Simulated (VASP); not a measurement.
# Pb (Fd-3m) in VASP: notebook

Pb is run at these levels: PBE; tasks: single point, relaxation of cell and atoms.

Everything below comes from runs of VASP 6.6.1. Logs are shortened: lines on timing, memory, paths and dates and some standing lists are left out, and cuts for length are marked.

**1. The cell of the first run**

Symmetry: Fd-3m, No. 227, cubic system. Conventional cell: a = 7.082 Å, b = 7.082 Å, c = 7.082 Å, α = 90.00°, β = 90.00°, γ = 90.00°. Within 4.0 Å of Pb (site symmetry -43m) lie 4 Pb at 3.07 Å.

This isn't the form of Pb at room conditions, which is fcc.

**2. Single point, PBE**

The input, INCAR:

```
SYSTEM = Pb
PREC = Accurate
ENCUT = 520
EDIFF = 1E-6
ISMEAR = -1
SIGMA = 0.05
LREAL = .FALSE.
LASPH = .TRUE.
NELM = 60
ALGO = Normal
ISIF = 2
LWAVE = .FALSE.
LCHARG = .TRUE.
GGA = PE
LELF = .TRUE.
LVHAR = .TRUE.
NBANDS = 21
```

The input, KPOINTS:

```
Automatic mesh
0
G
  11 11 11
  0 0 0
```

The input, POSCAR:

```
Pb
1.0
    0.0000000000      3.5409929766      3.5409929766
    3.5409929766      0.0000000000      3.5409929766
    3.5409929766      3.5409929766      0.0000000000
Pb
2
Direct
   -0.1250000000     -0.1250000000     -0.1250000000
    0.1250000000      0.1250000000      0.1250000000
```

Potentials or basis: VASP PAW PBE potentials, release 64 (Pb_d).

Launch:

```bash
> cat potpaw_PBE.64/Pb_d/POTCAR > POTCAR
> mpirun -np 1 vasp_std > vasp.out
```

OUTCAR:

```text
SYSTEM = Pb
   PREC = Accurate
   ENCUT = 520
   EDIFF = 1E-6
   ISMEAR = -1
   LREAL = .FALSE.
   LASPH = .TRUE.
   NELM = 60
   ISIF = 2
   GGA = PE

 ion  position               nearest neighbor table
   1  0.875  0.875  0.875-   2 3.07   2 3.07   2 3.07   2 3.07
   2  0.125  0.125  0.125-   1 3.07   1 3.07   1 3.07   1 3.07

  LATTYP: Found a face centered cubic cell.
 ALAT       =     7.0819859532

  Lattice vectors:

 A1 = (   0.0000000000,   3.5409929766,   3.5409929766)
 A2 = (   3.5409929766,   0.0000000000,   3.5409929766)
 A3 = (   3.5409929766,   3.5409929766,   0.0000000000)

Analysis of symmetry for initial positions (statically):
=====================================================================
 Subroutine PRICEL returns:
 Original cell was already a primitive cell.

 Routine SETGRP: Setting up the symmetry group for a
 face centered cubic supercell.

 Subroutine GETGRP returns: Found 48 space group operations
 (whereof 12 operations were pure point group operations)
 out of a pool of 48 trial point group operations.

The static configuration has the point symmetry D_3d.
 The point group associated with its full space group is O_h .

Analysis of symmetry for dynamics (positions and initial velocities):
=====================================================================
 Subroutine PRICEL returns:
 Original cell was already a primitive cell.

 Routine SETGRP: Setting up the symmetry group for a
 face centered cubic supercell.

 Subroutine GETGRP returns: Found 48 space group operations
 (whereof 12 operations were pure point group operations)
 out of a pool of 48 trial point group operations.

The dynamic configuration has the point symmetry D_3d.
 The point group associated with its full space group is O_h .

 Subroutine INISYM returns: Found 48 space group operations
 (whereof 12 operations are pure point group operations),
 and found     1 'primitive' translations

----------------------------------------------------------------------------------------

                                     Primitive cell

  volume of cell :      88.7984

  direct lattice vectors                    reciprocal lattice vectors
     0.000000000  3.540992977  3.540992977    -0.141203330  0.141203330  0.141203330
     3.540992977  0.000000000  3.540992977     0.141203330 -0.141203330  0.141203330
     3.540992977  3.540992977  0.000000000     0.141203330  0.141203330 -0.141203330

  length of vectors
     5.007720292  5.007720292  5.007720292     0.244571342  0.244571342  0.244571342

  position of ions in fractional coordinates (direct lattice)
     0.875000000  0.875000000  0.875000000
     0.125000000  0.125000000  0.125000000

  ion indices of the primitive-cell ions
   primitive index   ion index
                 1           1
                 2           2

----------------------------------------------------------------------------------------

 KPOINTS: Automatic mesh

Automatic generation of k-mesh.
 Grid dimensions read from file:
 generate k-points for:   11   11   11

 Generating k-lattice:

  Cartesian coordinates                     Fractional coordinates (reciprocal lattice)
    -0.012836666  0.012836666  0.012836666     0.090909091  0.000000000  0.000000000
     0.012836666 -0.012836666  0.012836666     0.000000000  0.090909091  0.000000000
     0.012836666  0.012836666 -0.012836666     0.000000000  0.000000000  0.090909091

  Length of vectors
     0.022233758  0.022233758  0.022233758

  Shift w.r.t. Gamma in fractional coordinates (k-lattice)
     0.000000000  0.000000000  0.000000000

 Subroutine IBZKPT returns following result:
 ===========================================

 Found     56 irreducible k-points:

 Following reciprocal coordinates:
            Coordinates               Weight
  0.000000  0.000000  0.000000      1.000000
  0.090909  0.000000  0.000000      8.000000
  0.181818  0.000000  0.000000      8.000000
  0.272727  0.000000  0.000000      8.000000
  0.363636  0.000000  0.000000      8.000000
  0.454545  0.000000  0.000000      8.000000
[... 16 lines left out ...]
 -0.272727  0.181818  0.000000     24.000000
 -0.181818  0.181818  0.000000     12.000000
 [... further k-points ...]
   k-points           NKPTS =     56   k-points in BZ     NKDIM =     56   number of bands    NBANDS=     21
   number of dos      NEDOS =    301   number of ions     NIONS =      2
   total plane-waves  NPLWV =  64000
   dimension x,y,z NGX =    40 NGY =   40 NGZ =   40
   dimension x,y,z NGXF=    80 NGYF=   80 NGZF=   80
   ions per type =               2
   NGX,Y,Z   is equivalent  to a cutoff of  13.28, 13.28, 13.28 a.u.
   NGXF,Y,Z  is equivalent  to a cutoff of  26.56, 26.56, 26.56 a.u.
 SYSTEM =  Pb
   PREC   = accura    normal or accurate (medium, high low for compatibility)
   ISTART =      0    job   : 0-new  1-cont  2-samecut
   ICHARG =      2    charge: 1-file 2-atom 10-const
   ISPIN  =      1    spin polarized calculation?
   LNONCOLLINEAR =      F non collinear calculations
   LSORBIT =      F    spin-orbit coupling
   LASPH  =      T    aspherical Exc in radial PAW
   ENCUT  =  520.0 eV  38.22 Ry    6.18 a.u.   9.31  9.31  9.31*2*pi/ulx,y,z
   NELM   =     60;   NELMIN=  2; NELMDL= -5     # of ELM steps
   EDIFF  = 0.1E-05   stopping-criterion for ELM
   LREAL  =      F    real-space projection
   EDIFFG = 0.1E-04   stopping-criterion for IOM
   NSW    =      0    number of steps for IOM
   IBRION =     -1    ionic relax: 0-MD 1-quasi-New 2-CG
   NFREE  =      0    steps in history (QN), initial steepest desc. (CG)
   ISIF   =      2    stress and relaxation
   ISYM   =      2    0-nonsym 1-usesym 2-fastsym
   POTIM  = 0.5000    time-step for ionic-motion
   TEBEG  =    0.0;   TEEND  =   0.0 temperature during run
   PSTRESS=    0.0 pullay stress
   NELECT =      28.0000    total number of electrons
   NUPDOWN=      -1.0000    fix difference up-down
   EMIN   =  10.00;   EMAX   =-10.00  energy-range for DOS
   EFERMI =   0.00;   METHOD = LEGACY
   ISMEAR =    -1;   SIGMA  =   0.05  broadening in eV -4-tet -1-fermi 0-gaus
   EFERMI_NEDOS =   21; number of points for ismear=-14 and -15
   IALGO  =     38    algorithm
   IMIX   =      4    mixing-type and parameters
     AMIX     =   0.40;   BMIX     =  1.00
     AMIX_MAG =   1.60;   BMIX_MAG =  1.00
  volume/ion in A,a.u.               =      44.40       299.62
  Fermi-wavevector in a.u.,A,eV,Ry     =   1.114275  2.105675 16.893117  1.241609
  Thomas-Fermi vector in A             =   2.250868
   LORBIT       =      0    0 simple, 1 ext, 2 COOP (PROOUT), +10 PAW based schemes
   GGA     = PE    functional components
   LHFCALC =     F    Hartree Fock is set to
   AEXX    =    0.0000 exact exchange contribution
   IVDW    =     0    specifies the selected vdW correction
   LEPSILON=     F    determine dielectric tensor
   LRPA    =     F    only Hartree local field effects (RPA)
 non-spin polarized calculation
  energy-cutoff  :      520.00
  volume of cell :       88.80
 maximum number of plane-waves:      2421
 NGX is ok and might be reduce to    40
   NGX = 19   NGY = 19   NGZ = 19

 number of electron      27.9999999 magnetization

 Free energy of the ion-electron system (eV)
  ---------------------------------------------------
  ext. energy  EPLUGINS =         0.00000000
  ---------------------------------------------------
  free energy    TOTEN  =        -6.60638086 eV

  energy without entropy =       -6.59983660  energy(sigma->0) =       -6.60310873

 E-fermi :   3.5730     XC(G=0):  -8.0559

 val. band max:        3.5558974921   @ k =  -0.1818   0.0909   0.0000
 cond. band min:       3.5958620238   @ k =  -0.4545   0.0909   0.0000
 fundamental gap:      0.0399645317
 Fermi energy:         3.5730112340

 k-point     1 :       0.0000    0.0000    0.0000
  band No.  band energies     occupation
      1     -13.4608      2.00000
      2     -13.4608      2.00000
      3     -13.4608      2.00000
      4     -13.3979      2.00000
      5     -13.3979      2.00000
      6     -13.0544      2.00000
[... 13 lines left out ...]
     20      11.5058      0.00000
     21      11.5058      0.00000

 k-point     2 :       0.0909    0.0000    0.0000
  band No.  band energies     occupation
      1     -13.4680      2.00000
      2     -13.4680      2.00000
      3     -13.4591      2.00000
      4     -13.3879      2.00000
      5     -13.3879      2.00000
      6     -13.0712      2.00000
[... 13 lines left out ...]
     20      10.9519      0.00000
     21      10.9519      0.00000

 k-point     3 :       0.1818    0.0000    0.0000
  band No.  band energies     occupation
      1     -13.4807      2.00000
      2     -13.4807      2.00000
      3     -13.4544      2.00000
      4     -13.3682      2.00000
      5     -13.3682      2.00000
      6     -13.0911      2.00000
[... 13 lines left out ...]
     20      10.5947      0.00000
     21      10.5947      0.00000

 k-point     4 :       0.2727    0.0000    0.0000
  band No.  band energies     occupation
      1     -13.4910      2.00000
      2     -13.4910      2.00000
      3     -13.4480      2.00000
      4     -13.3498      2.00000
      5     -13.3498      2.00000
      6     -13.1069      2.00000
[... 13 lines left out ...]
     20      10.6181      0.00000
     21      10.6181      0.00000

 k-point     5 :       0.3636    0.0000    0.0000
  band No.  band energies     occupation
      1     -13.4971      2.00000
      2     -13.4971      2.00000
      3     -13.4419      2.00000
      4     -13.3374      2.00000
      5     -13.3374      2.00000
      6     -13.1165      2.00000
[... 13 lines left out ...]
     20      11.0354      0.00000
     21      11.0354      0.00000
[... 382 lines left out ...]
     20      10.8296      0.00000
     21      11.5768      0.00000

 k-point    22 :      -0.3636    0.1818    0.0000
  band No.  band energies     occupation
      1     -13.5259      2.00000
      2     -13.5107      2.00000
      3     -13.3985      2.00000
      4     -13.3190      2.00000
      5     -13.2944      2.00000
      6     -13.1598      2.00000
[... 13 lines left out ...]
     20      10.7572      0.00000
     21      11.1708      0.00000

 k-point    23 :      -0.2727    0.1818    0.0000
  band No.  band energies     occupation
      1     -13.5158      2.00000
      2     -13.5090      2.00000
      3     -13.4102      2.00000
      4     -13.3376      2.00000
      5     -13.3017      2.00000
      6     -13.1571      2.00000
[... 13 lines left out ...]
     20      10.4680      0.00000
     21      11.6213      0.00000

 k-point    24 :      -0.1818    0.1818    0.0000
  band No.  band energies     occupation
      1     -13.5026      2.00000
      2     -13.5002      2.00000
      3     -13.4309      2.00000
      4     -13.3523      2.00000
      5     -13.3219      2.00000
      6     -13.1405      2.00000
[... 13 lines left out ...]
     20      10.2929      0.00000
     21      10.7394      0.00000

 [... further k-points ...]
[... 5 lines left out ...]
  --------------------------------------------------------------------------------------
  -------------------------------------------------------------------------------------
  Total       -0.1622733     -0.1622733     -0.1622733     -0.0000000      0.0000000     -0.0000000
  in kB       -2.9278738     -2.9278738     -2.9278738     -0.0000000      0.0000000     -0.0000000
  external PRESSURE =      -2.9278738 kB  Pullay stress =       0.0000000 kB

 VOLUME and BASIS-vectors are now :
 -----------------------------------------------------------------------------
  energy-cutoff  :      520.00
  volume of cell :       88.80
      direct lattice vectors                 reciprocal lattice vectors
     0.000000000  3.540992977  3.540992977    -0.141203330  0.141203330  0.141203330
     3.540992977  0.000000000  3.540992977     0.141203330 -0.141203330  0.141203330
     3.540992977  3.540992977  0.000000000     0.141203330  0.141203330 -0.141203330

 POSITION                                       TOTAL-FORCE (eV/Angst)
 -----------------------------------------------------------------------------------
      6.19674      6.19674      6.19674         0.000000      0.000000      0.000000
      0.88525      0.88525      0.88525        -0.000000     -0.000000     -0.000000
 -----------------------------------------------------------------------------------
    total drift:                                0.000000      0.000000     -0.000000

  FREE ENERGIE OF THE ION-ELECTRON SYSTEM (eV)
  ---------------------------------------------------
  free  energy   TOTEN  =        -6.6063808620 eV

  energy  without entropy=       -6.5998365982  energy(sigma->0) =       -6.60310873
```

It took 1.8 min on 1 thread of Intel Xeon Platinum 8375C at 2.90GHz (Ice Lake), shared host; peak memory 0.28 GiB.

Results:

| Item | Value |
| --- | --- |
| Free energy | -6.6064 eV |
| Pressure | -0.3 GPa |
| Band gap on the k mesh | zero (bands 14 and 15 overlap by 1.00 eV) |

Caveat: spin-orbit coupling is left out, which moves the levels of the heavy elements.

**3. Relaxation of cell and atoms, PBE**

This run uses another cell than the first one, of 43.96 Å³/atom.

The input, INCAR:

```
ALGO = Normal ; EDIFF = 1E-7
EDIFFG = -0.005 ; ENCUT = 600
GGA = PE ; IBRION = 2
ISIF = 3 ; ISMEAR = -1
LASPH = T ; LCHARG = F
LREAL = F ; LWAVE = F
NELM = 80 ; NSW = 45
PREC = Accurate ; SIGMA = 0.05
```

The input, KPOINTS:

```
k-points
0
Gamma
  11 11 11
```

The input, POSCAR:

```
Pb
1.0
    0.0000000000      3.5292303156      3.5292303156
    3.5292303156      0.0000000000      3.5292303156
    3.5292303156      3.5292303156      0.0000000000
Pb
2
Direct
   -0.1250000000     -0.1250000000     -0.1250000000
    0.1250000000      0.1250000000      0.1250000000
```

Potentials or basis: VASP PAW PBE potentials, release 64 (Pb_d).

Launch:

```bash
> cat potpaw_PBE.64/Pb_d/POTCAR > POTCAR
> mpirun -np 1 vasp_std > vasp.out
```

OUTCAR:

```text
EDIFF = 1E-7
   EDIFFG = -0.005
   ENCUT = 600
   GGA = PE
   IBRION = 2
   ISIF = 3
   ISMEAR = -1
   LASPH = T
   LREAL = F
   NELM = 80
   NSW = 45
   PREC = Accurate

 ion  position               nearest neighbor table
   1  0.875  0.875  0.875-   2 3.06   2 3.06   2 3.06   2 3.06
   2  0.125  0.125  0.125-   1 3.06   1 3.06   1 3.06   1 3.06

  LATTYP: Found a face centered cubic cell.
 ALAT       =     7.0584606312

  Lattice vectors:

 A1 = (   0.0000000000,   3.5292303156,   3.5292303156)
 A2 = (   3.5292303156,   0.0000000000,   3.5292303156)
[... 686 lines left out ...]
     17       6.8286      0.00000
     18       7.6977      0.00000

 [... further k-points ...]
[... 5 lines left out ...]
  --------------------------------------------------------------------------------------
  -------------------------------------------------------------------------------------
  Total       -0.0010106     -0.0010106     -0.0010106      0.0000000      0.0000000      0.0000000
  in kB       -0.0184178     -0.0184178     -0.0184178      0.0000000      0.0000000      0.0000000
  external PRESSURE =      -0.0184178 kB  Pullay stress =       0.0000000 kB

 VOLUME and BASIS-vectors are now :
 -----------------------------------------------------------------------------
  energy-cutoff  :      600.00
  volume of cell :       87.92
      direct lattice vectors                 reciprocal lattice vectors
     0.000000000  3.529230316  3.529230316    -0.141673950  0.141673950  0.141673950
     3.529230316  0.000000000  3.529230316     0.141673950 -0.141673950  0.141673950
     3.529230316  3.529230316  0.000000000     0.141673950  0.141673950 -0.141673950

 POSITION                                       TOTAL-FORCE (eV/Angst)
 -----------------------------------------------------------------------------------
      6.17615      6.17615      6.17615         0.000000      0.000000      0.000000
      0.88231      0.88231      0.88231        -0.000000     -0.000000     -0.000000
 -----------------------------------------------------------------------------------
    total drift:                                0.000000      0.000000     -0.000000

  FREE ENERGIE OF THE ION-ELECTRON SYSTEM (eV)
  ---------------------------------------------------
  free  energy   TOTEN  =        -6.6071012192 eV

  energy  without entropy=       -6.6006894924  energy(sigma->0) =       -6.60389536

 reached required accuracy - stopping structural energy minimisation
```

CONTCAR:

```text
Pb
   1.00000000000000
     0.0000000000000000    3.5292303156000000    3.5292303156000000
     3.5292303156000000    0.0000000000000000    3.5292303156000000
     3.5292303156000000    3.5292303156000000    0.0000000000000000
  Pb
     2
Direct
     0.8750000000000000    0.8750000000000000    0.8750000000000000
     0.1250000000000000    0.1250000000000000    0.1250000000000000

  0.00000000E+00  0.00000000E+00  0.00000000E+00
  0.00000000E+00  0.00000000E+00  0.00000000E+00
```

Run time: 93 s. Hardware: 1 thread of Intel Xeon Platinum 8375C at 2.90GHz (Ice Lake), shared host; peak memory 0.28 GiB.

What came out:

```yaml
Free_energy: -6.6071 eV
Pressure_after_relaxing: 0.0 GPa
Band_gap_on_the_k_mesh: zero (bands 14 and 15 overlap by 1.02 eV)
```

Final structure:
```
CELL_PARAMETERS angstrom
0.00000 3.52923 3.52923
3.52923 0.00000 3.52923
3.52923 3.52923 0.00000
ATOMIC_POSITIONS crystal
Pb 0.87500 0.87500 0.87500
Pb 0.12500 0.12500 0.12500
```

Levels at points of the mesh, in eV from the Fermi level:
```csv
k point,band 11,band 12,band 13,band 14,band 15,band 16,band 17,band 18
"(0.00, 0.00, 0.00)",-10.69,-4.32,0.38,0.38,0.38,2.36,2.36,2.36
```

Caveat: the relaxation stopped at its first step, so nothing moved; spin-orbit coupling is left out, which moves the levels of the heavy elements.
